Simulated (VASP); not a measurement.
Set up this calculation in VASP 6.6.1, as the native input.

| Item | Value |
| --- | --- |
| Task | single point |
| Functional | PBE |
| Potentials or basis | VASP PAW PBE potentials, release 64 (Pb_d, S) |
| Cutoff | 520 eV |
| k mesh | 9 × 9 × 9 |
| Occupations | gaussian, width 0.02 eV |
| Spin | no spin polarisation |
| Dipole correction | no |
| Further INCAR settings | ALGO = Normal; EDIFF = 1e-06; NBANDS = 17 |

The structure of PbS lies in POSCAR:

```
PbS
1.0
    2.1126617058      1.2197458045      3.4519162518
   -2.1126617058      1.2197458045      3.4519162518
    0.0000000000     -2.4394916091      3.4519162518
Pb S
1 1
Direct
    0.9805657800      0.9805657800      0.9805657800
    0.4837263750      0.4837263750      0.4837263750
```

These files were run (other wordings do the same):

INCAR

```
ALGO     = Normal         # electronic algorithm
EDIFF    = 1E-6           # SCF threshold, eV
ENCUT    = 520            # plane-wave cutoff, eV
GGA      = PE             # functional
ISIF     = 2              # what is computed and relaxed
ISMEAR   = 0              # smearing method
LASPH    = T              # aspherical terms in the spheres
LCHARG   = F              # write CHGCAR
LREAL    = F              # projectors in reciprocal space
LWAVE    = F              # write WAVECAR
NBANDS   = 17             # bands
NELM     = 60             # most SCF steps
PREC     = Accurate       # precision mode
SIGMA    = 0.02           # smearing width, eV
```

KPOINTS

```
k-points
0
Gamma
  9 9 9
```

Potentials or basis: VASP PAW PBE potentials, release 64 (Pb_d, S).

The run is started by

```bash
$ cat potpaw_PBE.64/Pb_d/POTCAR potpaw_PBE.64/S/POTCAR > POTCAR
$ mpirun -np 1 vasp_std > vasp.out
```

Results of the run:

| Quantity | Value |
| --- | --- |
| Pressure | 0.8 GPa |
| Largest force | 0.012 eV/Å |

It took 90 s on 1 thread of AMD EPYC 7R43 64-Core Processor (Zen 3), on a shared host, peak memory 0.18 GiB.
